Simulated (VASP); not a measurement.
As: single point with PBEsol

Crystal: As.

```xyz
1
Lattice="-1.6980 1.6980 1.6980 1.6980 -1.6980 1.6980 1.6980 1.6980 -1.6980" Properties=species:S:1:pos:R:3 pbc="T T T"
As    0.0000    0.0000    0.0000
```

This cell differs from its parent crystal: volume scaled by 1.08.

- Program: VASP 6.6.1
- Task: single point
- Functional: PBEsol
- Potentials or basis: VASP PAW PBE potentials, release 64 (As)
- Cutoff: 520 eV
- k mesh: 15 × 15 × 15
- Occupations: fermi-dirac, width 0.1 eV
- Spin: no spin polarisation

```
Pressure : -5.8 GPa
```

Levels at points of the mesh, in eV from the Fermi level:
```tsv
k point	band 1	band 2	band 3	band 4	band 5	band 6
(0.00, 0.00, 0.00)	-14.80	5.70	5.70	5.70	12.95	12.95
```

Run time: 7.9 s on 1 thread of Intel(R) Xeon(R) Platinum 8259CL CPU @ 2.50GHz (Skylake/Cascade Lake), with other jobs on the host, peak memory 0.14 GiB.

Caveat: the PAW data sets were made with another functional, which shifts forces and pressure a little.
